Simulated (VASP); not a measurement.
# Ag2O (Pn-3m) in VASP: further runs

The runs below take Ag2O through single point, with PBE.

All numbers are computed with VASP 6.6.1; they aren't measurements. Logs are shortened: lines on timing, memory, paths and dates and some standing lists are left out, and cuts for length are marked.

## 1. The cell of the first run

Symmetry: Pn-3m, No. 224, cubic system. Conventional cell: a = 4.523 Å, b = 4.523 Å, c = 4.523 Å, α = 90.00°, β = 90.00°, γ = 90.00°. Ag (site symmetry -3m) has 2 O at 1.96 Å within 2.6 Å. Within 2.6 Å of O (site symmetry -43m) lie 4 Ag at 1.96 Å.

## 2. Single point, PBE

Input file INCAR:

```
SYSTEM = Ag2O
  ALGO = Normal
  EDIFF = 1E-6
  ENCUT = 600
  GGA = PE
  GGA_COMPAT = .False.
  ISIF = 2
  ISMEAR = 0
  LASPH = .True.
  LCHARG = .False.
  LREAL = .False.
  LWAVE = .False.
  NBANDS = 37
  NELM = 120
  PREC = Accurate
  SIGMA = 0.1
```

Input file KPOINTS:

```
k-points
0
Gamma
  8 8 8
  0 0 0
```

Input file POSCAR:

```
Ag2O
1.0
    4.5233335789      0.0000000000      0.0000000000
    0.0000000000      4.5233335789      0.0000000000
    0.0000000000      0.0000000000      4.5233335789
Ag O
4 2
Direct
    0.7500000000      0.7500000000      0.7500000000
    0.7500000000      0.2500000000      0.2500000000
    0.2500000000      0.2500000000      0.7500000000
    0.2500000000      0.7500000000      0.2500000000
    0.0000000000      0.0000000000      0.0000000000
    0.5000000000      0.5000000000      0.5000000000
```

Potentials or basis: VASP PAW PBE potentials, release 64 (Ag, O).

On the command line:

```sh
$ cat potpaw_PBE.64/Ag/POTCAR potpaw_PBE.64/O/POTCAR > POTCAR
$ mpirun -np 1 vasp_std > vasp.out
```

OUTCAR:

```text
SYSTEM = Ag2O
   EDIFF = 1E-6
   ENCUT = 600
   GGA = PE
   ISIF = 2
   ISMEAR = 0
   LASPH = .True.
   LREAL = .False.
   NELM = 120
   PREC = Accurate

 ion  position               nearest neighbor table
   1  0.750  0.750  0.750-   5 1.96   6 1.96   4 3.20   2 3.20   3 3.20   2 3.20   4 3.20   2 3.20
                             3 3.20   2 3.20   3 3.20   4 3.20   4 3.20   3 3.20
   2  0.750  0.250  0.250-   5 1.96   6 1.96   4 3.20   1 3.20   3 3.20   1 3.20   3 3.20   1 3.20
                             4 3.20   1 3.20   3 3.20   4 3.20   3 3.20   4 3.20
   3  0.250  0.250  0.750-   5 1.96   6 1.96   4 3.20   1 3.20   2 3.20   2 3.20   4 3.20   1 3.20
                             4 3.20   4 3.20   1 3.20   2 3.20   2 3.20   1 3.20
   4  0.250  0.750  0.250-   5 1.96   6 1.96   3 3.20   1 3.20   2 3.20   1 3.20   3 3.20   2 3.20
                             3 3.20   3 3.20   1 3.20   2 3.20   1 3.20   2 3.20
   5  0.000  0.000  0.000-   1 1.96   2 1.96   3 1.96   4 1.96
   6  0.500  0.500  0.500-   1 1.96   2 1.96   3 1.96   4 1.96

  LATTYP: Found a simple cubic cell.
 ALAT       =     4.5233335789

  Lattice vectors:

 A1 = (   4.5233335789,   0.0000000000,   0.0000000000)
 A2 = (   0.0000000000,   4.5233335789,   0.0000000000)
 A3 = (   0.0000000000,   0.0000000000,   4.5233335789)

Analysis of symmetry for initial positions (statically):
=====================================================================
 Subroutine PRICEL returns:
 Original cell was already a primitive cell.

 Routine SETGRP: Setting up the symmetry group for a
 simple cubic supercell.

 Subroutine GETGRP returns: Found 48 space group operations
 (whereof 24 operations were pure point group operations)
 out of a pool of 48 trial point group operations.

The static configuration has the point symmetry T_d .
 The point group associated with its full space group is O_h .

Analysis of symmetry for dynamics (positions and initial velocities):
=====================================================================
 Subroutine PRICEL returns:
 Original cell was already a primitive cell.

 Routine SETGRP: Setting up the symmetry group for a
 simple cubic supercell.

 Subroutine GETGRP returns: Found 48 space group operations
 (whereof 24 operations were pure point group operations)
 out of a pool of 48 trial point group operations.

The dynamic configuration has the point symmetry T_d .
 The point group associated with its full space group is O_h .

 Subroutine INISYM returns: Found 48 space group operations
 (whereof 24 operations are pure point group operations),
 and found     1 'primitive' translations

----------------------------------------------------------------------------------------

                                     Primitive cell

  volume of cell :      92.5499

  direct lattice vectors                    reciprocal lattice vectors
     4.523333579  0.000000000  0.000000000     0.221075891  0.000000000  0.000000000
     0.000000000  4.523333579  0.000000000     0.000000000  0.221075891  0.000000000
     0.000000000  0.000000000  4.523333579     0.000000000  0.000000000  0.221075891

  length of vectors
     4.523333579  4.523333579  4.523333579     0.221075891  0.221075891  0.221075891

  position of ions in fractional coordinates (direct lattice)
     0.750000000  0.750000000  0.750000000
     0.750000000  0.250000000  0.250000000
     0.250000000  0.250000000  0.750000000
     0.250000000  0.750000000  0.250000000
     0.000000000  0.000000000  0.000000000
     0.500000000  0.500000000  0.500000000

  ion indices of the primitive-cell ions
   primitive index   ion index
                 1           1
                 2           2
                 3           3
                 4           4
                 5           5
                 6           6

----------------------------------------------------------------------------------------

 KPOINTS: k-points

Automatic generation of k-mesh.
 Grid dimensions read from file:
 generate k-points for:    8    8    8

 Generating k-lattice:

  Cartesian coordinates                     Fractional coordinates (reciprocal lattice)
     0.027634486  0.000000000  0.000000000     0.125000000  0.000000000  0.000000000
     0.000000000  0.027634486  0.000000000     0.000000000  0.125000000  0.000000000
     0.000000000  0.000000000  0.027634486     0.000000000  0.000000000  0.125000000

  Length of vectors
     0.027634486  0.027634486  0.027634486

  Shift w.r.t. Gamma in fractional coordinates (k-lattice)
     0.000000000  0.000000000  0.000000000

 Subroutine IBZKPT returns following result:
 ===========================================

 Found     35 irreducible k-points:

 Following reciprocal coordinates:
            Coordinates               Weight
  0.000000  0.000000  0.000000      1.000000
  0.125000  0.000000  0.000000      6.000000
  0.250000  0.000000  0.000000      6.000000
  0.375000  0.000000  0.000000      6.000000
  0.500000  0.000000  0.000000      3.000000
  0.125000  0.125000  0.000000     12.000000
[... 16 lines left out ...]
  0.375000  0.375000  0.125000     24.000000
  0.500000  0.375000  0.125000     24.000000
 [... further k-points ...]
   k-points           NKPTS =     35   k-points in BZ     NKDIM =     35   number of bands    NBANDS=     37
   number of dos      NEDOS =    301   number of ions     NIONS =      6
   total plane-waves  NPLWV =  46656
   dimension x,y,z NGX =    36 NGY =   36 NGZ =   36
   dimension x,y,z NGXF=    72 NGYF=   72 NGZF=   72
   ions per type =               4   2
   NGX,Y,Z   is equivalent  to a cutoff of  13.23, 13.23, 13.23 a.u.
   NGXF,Y,Z  is equivalent  to a cutoff of  26.46, 26.46, 26.46 a.u.
 SYSTEM =  Ag2O
   PREC   = accura    normal or accurate (medium, high low for compatibility)
   ISTART =      0    job   : 0-new  1-cont  2-samecut
   ICHARG =      2    charge: 1-file 2-atom 10-const
   ISPIN  =      1    spin polarized calculation?
   LNONCOLLINEAR =      F non collinear calculations
   LSORBIT =      F    spin-orbit coupling
   LASPH  =      T    aspherical Exc in radial PAW
   ENCUT  =  600.0 eV  44.10 Ry    6.64 a.u.   9.03  9.03  9.03*2*pi/ulx,y,z
   NELM   =    120;   NELMIN=  2; NELMDL= -5     # of ELM steps
   EDIFF  = 0.1E-05   stopping-criterion for ELM
   LREAL  =      F    real-space projection
   EDIFFG = 0.1E-04   stopping-criterion for IOM
   NSW    =      0    number of steps for IOM
   IBRION =     -1    ionic relax: 0-MD 1-quasi-New 2-CG
   NFREE  =      0    steps in history (QN), initial steepest desc. (CG)
   ISIF   =      2    stress and relaxation
   ISYM   =      2    0-nonsym 1-usesym 2-fastsym
   POTIM  = 0.5000    time-step for ionic-motion
   TEBEG  =    0.0;   TEEND  =   0.0 temperature during run
   PSTRESS=    0.0 pullay stress
   NELECT =      56.0000    total number of electrons
   NUPDOWN=      -1.0000    fix difference up-down
   EMIN   =  10.00;   EMAX   =-10.00  energy-range for DOS
   EFERMI =   0.00;   METHOD = LEGACY
   ISMEAR =     0;   SIGMA  =   0.10  broadening in eV -4-tet -1-fermi 0-gaus
   EFERMI_NEDOS =   21; number of points for ismear=-14 and -15
   IALGO  =     38    algorithm
   IMIX   =      4    mixing-type and parameters
     AMIX     =   0.40;   BMIX     =  1.00
     AMIX_MAG =   1.60;   BMIX_MAG =  1.00
  volume/ion in A,a.u.               =      15.42       104.09
  Fermi-wavevector in a.u.,A,eV,Ry     =   1.384668  2.616643 26.086513  1.917305
  Thomas-Fermi vector in A             =   2.509150
   LORBIT       =      0    0 simple, 1 ext, 2 COOP (PROOUT), +10 PAW based schemes
   GGA     = PE    functional components
   LHFCALC =     F    Hartree Fock is set to
   AEXX    =    0.0000 exact exchange contribution
   IVDW    =     0    specifies the selected vdW correction
   LEPSILON=     F    determine dielectric tensor
   LRPA    =     F    only Hartree local field effects (RPA)
 non-spin polarized calculation
 Gauss-broadening in eV      SIGMA  =   0.10
  energy-cutoff  :      600.00
  volume of cell :       92.55
 maximum number of plane-waves:      3136
   NGX = 19   NGY = 19   NGZ = 19

 number of electron      55.9999997 magnetization

 Free energy of the ion-electron system (eV)
  ---------------------------------------------------
  ext. energy  EPLUGINS =         0.00000000
  ---------------------------------------------------
  free energy    TOTEN  =       -20.43763033 eV

  energy without entropy =      -20.43756770  energy(sigma->0) =      -20.43759901

 E-fermi :   6.6017     XC(G=0): -11.2611

 val. band max:        6.4419780970   @ k =   0.0000   0.0000   0.0000
 cond. band min:       6.7206325030   @ k =   0.0000   0.0000   0.0000
 fundamental gap:      0.2786544060
 Fermi energy:         6.6016730836

 k-point     1 :       0.0000    0.0000    0.0000
  band No.  band energies     occupation
      1     -13.7485      2.00000
      2     -12.7550      2.00000
      3      -1.8002      2.00000
      4      -1.8002      2.00000
      5      -1.8002      2.00000
      6       0.7832      2.00000
[... 29 lines left out ...]
     36      15.3107      0.00000
     37      15.3107      0.00000

 k-point     2 :       0.1250    0.0000    0.0000
  band No.  band energies     occupation
      1     -13.7137      2.00000
      2     -12.7965      2.00000
      3      -1.7375      2.00000
      4      -1.7375      2.00000
      5      -1.7094      2.00000
      6       0.8594      2.00000
[... 29 lines left out ...]
     36      15.1003      0.00000
     37      15.1003      0.00000

 k-point     3 :       0.2500    0.0000    0.0000
  band No.  band energies     occupation
      1     -13.6137      2.00000
      2     -12.9129      2.00000
      3      -1.5602      2.00000
      4      -1.5602      2.00000
      5      -1.4467      2.00000
      6       0.6035      2.00000
[... 29 lines left out ...]
     36      14.6769      0.00000
     37      14.6769      0.00000

 k-point     4 :       0.3750    0.0000    0.0000
  band No.  band energies     occupation
      1     -13.4606      2.00000
      2     -13.0820      2.00000
      3      -1.3134      2.00000
      4      -1.3134      2.00000
      5      -1.0373      2.00000
      6       0.0560      2.00000
[... 29 lines left out ...]
     36      14.3341      0.00000
     37      14.3341      0.00000
[... 683 lines left out ...]
      1     -13.3842      2.00000
      2     -13.1500      2.00000
      3      -1.3424      2.00000
      4      -1.3189      2.00000
      5      -0.8014      2.00000
      6      -0.1550      2.00000
[... 29 lines left out ...]
     36      15.5050      0.00000
     37      16.6172      0.00000

 k-point    23 :       0.3750    0.3750    0.1250
  band No.  band energies     occupation
      1     -13.4205      2.00000
      2     -13.1074      2.00000
      3      -1.4637      2.00000
      4      -1.3361      2.00000
      5      -0.8280      2.00000
      6      -0.1447      2.00000
[... 29 lines left out ...]
     36      16.0373      0.00000
     37      16.1545      0.00000

 k-point    24 :       0.5000    0.3750    0.1250
  band No.  band energies     occupation
      1     -13.4160      2.00000
      2     -13.1096      2.00000
      3      -1.4010      2.00000
      4      -1.3939      2.00000
      5      -0.8957      2.00000
      6      -0.0612      2.00000
[... 29 lines left out ...]
     36      15.6623      0.00000
     37      16.1998      0.00000

 [... further k-points ...]

------------------------ aborting loop because EDIFF is reached ----------------------------------------

  FORCE on cell =-STRESS in cart. coord.  units (eV):
  Direction    XX          YY          ZZ          XY          YZ          ZX
  --------------------------------------------------------------------------------------
  -------------------------------------------------------------------------------------
  Total       12.0257383     12.0257383     12.0257383      0.0000000      0.0000000      0.0000000
  in kB      208.1835851    208.1835851    208.1835851      0.0000000      0.0000000      0.0000000
  external PRESSURE =     208.1835851 kB  Pullay stress =       0.0000000 kB

 VOLUME and BASIS-vectors are now :
 -----------------------------------------------------------------------------
  energy-cutoff  :      600.00
  volume of cell :       92.55
      direct lattice vectors                 reciprocal lattice vectors
     4.523333579  0.000000000  0.000000000     0.221075891  0.000000000  0.000000000
     0.000000000  4.523333579  0.000000000     0.000000000  0.221075891  0.000000000
     0.000000000  0.000000000  4.523333579     0.000000000  0.000000000  0.221075891

 POSITION                                       TOTAL-FORCE (eV/Angst)
 -----------------------------------------------------------------------------------
      3.39250      3.39250      3.39250         0.000000      0.000000     -0.000000
      3.39250      1.13083      1.13083        -0.000000      0.000000     -0.000000
      1.13083      1.13083      3.39250        -0.000000      0.000000      0.000000
      1.13083      3.39250      1.13083         0.000000      0.000000      0.000000
      0.00000      0.00000      0.00000         0.000000     -0.000000     -0.000000
      2.26167      2.26167      2.26167         0.000000     -0.000000     -0.000000
 -----------------------------------------------------------------------------------
    total drift:                                0.000000     -0.000000      0.000000

  FREE ENERGIE OF THE ION-ELECTRON SYSTEM (eV)
  ---------------------------------------------------
  free  energy   TOTEN  =       -20.4376303331 eV

  energy  without entropy=      -20.4375676959  energy(sigma->0) =      -20.43759901
```

It took 48 s on 1 thread of Intel Xeon 6975P-C (Granite Rapids), shared host; peak memory 0.26 GiB.

What came out:

```
Free energy            : -20.4376 eV
Pressure               : 20.8 GPa
Band gap on the k mesh : 0.28 eV
```

Levels at points of the mesh, in eV from the valence-band top:
```tsv
k point	band 26	band 27	band 28	band 29	band 30	band 31
(0.00, 0.00, 0.00)	0.00	0.00	0.00	0.28	1.47	1.47
(0.50, 0.00, 0.00)	-1.97	-0.60	-0.60	2.28	2.28	4.63
(0.50, 0.50, 0.00)	-1.99	-1.02	-1.02	2.05	2.05	3.85
(0.50, 0.50, 0.50)	-0.83	-0.83	-0.83	2.13	2.13	2.13
```

Caveat: the cell stands under pressure. A k mesh can miss the band edges.

## 3. Single point, PBE (equal strain along all axes, cell held: -4.0 %)

Input file INCAR:

```
PREC     = Accurate       # precision mode
ENCUT    = 600            # plane-wave cutoff, eV
EDIFF    = 1E-6           # SCF threshold, eV
ISMEAR   = 0              # smearing method
SIGMA    = 0.1            # smearing width, eV
LREAL    = False          # projectors in reciprocal space
LASPH    = True           # aspherical terms in the spheres
NELM     = 120            # most SCF steps
ALGO     = Normal         # electronic algorithm
ISIF     = 2              # what is computed and relaxed
LWAVE    = False          # write WAVECAR
LCHARG   = False          # write CHGCAR
GGA      = PE             # functional
NBANDS   = 37             # bands
GGA_COMPAT= False
```

Input file KPOINTS:

```
Automatic mesh
0
Gamma
  8 8 8
```

Changes to POSCAR since step 2:

```diff
@@ -2,5 +2,5 @@
 1.0
-    4.5233335789      0.0000000000      0.0000000000
-    0.0000000000      4.5233335789      0.0000000000
-    0.0000000000      0.0000000000      4.5233335789
+    4.6195747188      0.0000000000      0.0000000000
+    0.0000000000      4.6195747188      0.0000000000
+    0.0000000000      0.0000000000      4.6195747188
 Ag O
```

Potentials or basis: VASP PAW PBE potentials, release 64 (Ag, O).

On the command line:

```sh
$ cat potpaw_PBE.64/Ag/POTCAR potpaw_PBE.64/O/POTCAR > POTCAR
$ mpirun -np 1 vasp_std > vasp.out
```

Run time: 3.6 min. Hardware: 1 thread of Intel Xeon 8259CL, shared host; peak memory 0.31 GiB.

It converged, with:

| Property | Result |
| --- | --- |
| Free energy | -21.0458 eV |
| Pressure | 11.6 GPa |
| Band gap on the k mesh | 0.15 eV |

Levels at points of the mesh, in eV from the valence-band top:
| k point | band 25 | band 26 | band 27 | band 28 | band 29 | band 30 | band 31 | band 32 |
| --- | --- | --- | --- | --- | --- | --- | --- | --- |
| (0.00, 0.00, 0.00) | -2.84 | 0.00 | 0.00 | 0.00 | 0.15 | 1.76 | 1.76 | 7.61 |
| (0.50, 0.00, 0.00) | -1.79 | -1.79 | -0.53 | -0.53 | 2.18 | 2.18 | 4.69 | 4.69 |
| (0.50, 0.50, 0.00) | -1.81 | -1.81 | -0.92 | -0.92 | 2.08 | 2.08 | 3.80 | 3.80 |
| (0.50, 0.50, 0.50) | -1.79 | -0.76 | -0.76 | -0.76 | 2.35 | 2.35 | 2.35 | 5.07 |

Caveat: the cell differs from its parent crystal (equal strain along all axes, cell held: -4.0 %); the cell stands under pressure. A k mesh can miss the band edges.

(Part 1 of 2 ends here.)
